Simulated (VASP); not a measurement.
Write the native input for VASP 6.6.1 that does the following.

- Task: electric field gradients
- Functional: LDA
- Potentials or basis: VASP PAW LDA potentials, release 64 (C)
- Cutoff: 520 eV
- k mesh: 20 × 20 × 20
- Occupations: fermi-dirac, width 0.08 eV
- Spin: no spin polarisation
- Dipole correction: no
- Further INCAR settings: ALGO = Normal; EDIFF = 1e-08; NBANDS = 11

The structure of C lies in POSCAR:

```
C
1.0
    0.0535020000      1.8101510000      1.8101510000
    1.8101510000      0.0535020000      1.8101510000
    1.8101510000      1.8101510000      0.0535020000
C
2
Direct
    0.5000000000      0.5000000000      0.5000000000
    0.7500000000      0.7500000000      0.7500000000
```

This cell differs from its parent crystal: equal xy, yz and zx shear strains of +3 %.

These files were run (other wordings do the same):

INCAR

```
ALGO = Normal
EDIFF = 1E-8
ENCUT = 520
GGA = CA
ISIF = 2
ISMEAR = -1
LASPH = True
LCHARG = False
LEFG = True
LREAL = False
LWAVE = False
NBANDS = 11
NELM = 100
PREC = Accurate
SIGMA = 0.08
```

KPOINTS

```
k-points
0
Gamma
  20 20 20
```

Potentials or basis: VASP PAW LDA potentials, release 64 (C).

The run is started by

```console
$ cat potpaw_LDA.64/C/POTCAR > POTCAR
$ mpirun -np 1 vasp_std > vasp.out
```

Results of the run:

- Pressure: -10.3 GPa
- Largest force: 0.033 eV/Å
- Band gap on the k mesh: 3.99 eV, indirect (least direct gap 4.51 eV)

Caveat: the cell differs from its parent crystal (equal xy, yz and zx shear strains of +3 %); without QUAD_EFG the Cq values of the log hold for a quadrupole moment of 1 mb, not for the nuclei.

Run time: 58 s on 1 thread of Intel(R) Xeon(R) Platinum 8375C CPU @ 2.90GHz (Ice Lake), on a shared host, peak memory 0.18 GiB.
